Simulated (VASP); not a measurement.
Ga3Se: single point with HSE06

Crystal: Ga3Se.

```
Se Ga
1.0
     4.43246    0.00000    0.00000
     0.00000    4.43246    0.00000
     0.00000    0.00000    4.43246
Se Ga
1 3
Direct
  0.00000 0.00000 0.00000
  0.50000 0.50000 0.00000
  0.50000 0.00000 0.50000
  0.00000 0.50000 0.50000
```

```json
{
  "Program": "VASP 6.6.1",
  "Task": "single point",
  "Functional": "HSE06",
  "Potentials or basis": "VASP PAW PBE potentials, release 64 (Se, Ga_d)",
  "Cutoff": "520 eV",
  "k mesh": "4 × 4 × 4",
  "Occupations": "fermi-dirac, width 0.05 eV",
  "Spin": "no spin polarisation"
}
```

The pressure is -0.8 GPa. The band gap on the k mesh is zero (an odd number of electrons rules out a gap without spin polarisation).

Levels at points of the mesh, in eV from the Fermi level:
| k point | band 21 | band 22 | band 23 | band 24 | band 25 | band 26 |
| --- | --- | --- | --- | --- | --- | --- |
| (0.00, 0.00, 0.00) | -3.13 | -3.13 | 1.84 | 1.84 | 1.84 | 4.99 |
| (0.50, 0.00, 0.00) | -2.35 | -1.38 | -0.23 | -0.23 | 1.38 | 4.47 |
| (0.50, 0.50, 0.00) | -0.89 | -0.89 | -0.73 | 1.56 | 1.92 | 1.92 |
| (0.50, 0.50, 0.50) | -5.61 | -5.61 | -4.03 | 4.52 | 4.52 | 4.52 |

Run time: 51 min on 4 MPI ranks on Oxide Virtual Turin-like Processor (shared host), peak memory 0.33 GiB a rank.

Caveat: the PAW data sets were made with another functional, which shifts forces and pressure a little.
